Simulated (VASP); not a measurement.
The system is Al2Au.

```xyz
3
Lattice="4.5102 0.0000 0.0000 -2.2551 3.9059 0.0000 0.0000 0.0000 3.0994" Properties=species:S:1:pos:R:3 pbc="T T T"
Al    0.0000    2.6039    1.5497
Al    2.2551    1.3020    1.5497
Au    0.0000    0.0000    0.0000
```

- Program: VASP 6.6.1
- Task: relaxation of cell and atoms
- Functional: PBE
- Potentials or basis: VASP PAW PBE potentials, release 64 (Al, Au)
- Cutoff: 600 eV
- k mesh: 12 × 12 × 14
- Occupations: gaussian, width 0.1 eV
- Spin: no spin polarisation

At the start: pressure -0.4 GPa; volume 18.20 Å³/atom.

Task: How do energy, volume and symmetry change on relaxing?

Result: Over 27 steps the energy falls by 18.9 meV/atom and the volume is 17.97 Å³/atom (-1.3 %); space group P6/mmm (No. 191, to 0.1 Å) before and after.

The path:
```tsv
step	energy change (eV)	largest force (eV/Å)	pressure (GPa)	volume (Å³)
1	0.0000	0.0000	-0.39	54.60
2	-0.0009	0.0000	0.09	54.25
3	-0.0011	0.0000	0.34	54.06
4	-0.0018	0.0000	0.41	54.01
5	-0.0050	0.0000	0.59	53.84
6	-0.0129	0.0000	0.97	53.48
7	-0.0298	0.0000	1.92	52.74
8	-0.0111	0.0000	5.30	51.07
9	-0.0342	0.0000	2.60	52.30
10	-0.0336	0.0000	3.41	51.85
11	-0.0349	0.0000	2.98	52.07
12	-0.0352	0.0000	2.99	52.07
13	-0.0359	0.0000	3.03	52.05
14	-0.0368	0.0000	3.08	52.02
15	-0.0369	0.0000	3.30	51.95
16	-0.0371	0.0000	3.19	51.97
17	-0.0382	0.0000	3.11	52.03
18	-0.0412	0.0000	2.83	52.19
19	-0.0464	0.0000	2.26	52.50
20	-0.0534	0.0000	1.18	53.14
21	-0.0553	0.0000	-0.76	54.44
22	-0.0564	0.0000	-0.10	53.96
23	-0.0564	0.0000	-0.05	53.92
24	-0.0564	0.0000	-0.03	53.92
25	-0.0565	0.0000	-0.03	53.92
26	-0.0566	0.0000	-0.02	53.92
27	-0.0567	0.0000	0.03	53.91
```

Final structure:
```xyz
3
Lattice="4.7282 0.0000 0.0000 -2.3641 4.0948 0.0000 0.0000 0.0000 2.7845" Properties=species:S:1:pos:R:3 pbc="T T T"
Al    0.0000    2.7298    1.3923
Al    2.3641    1.3649    1.3923
Au   -2.3641    4.0948    2.7845
```
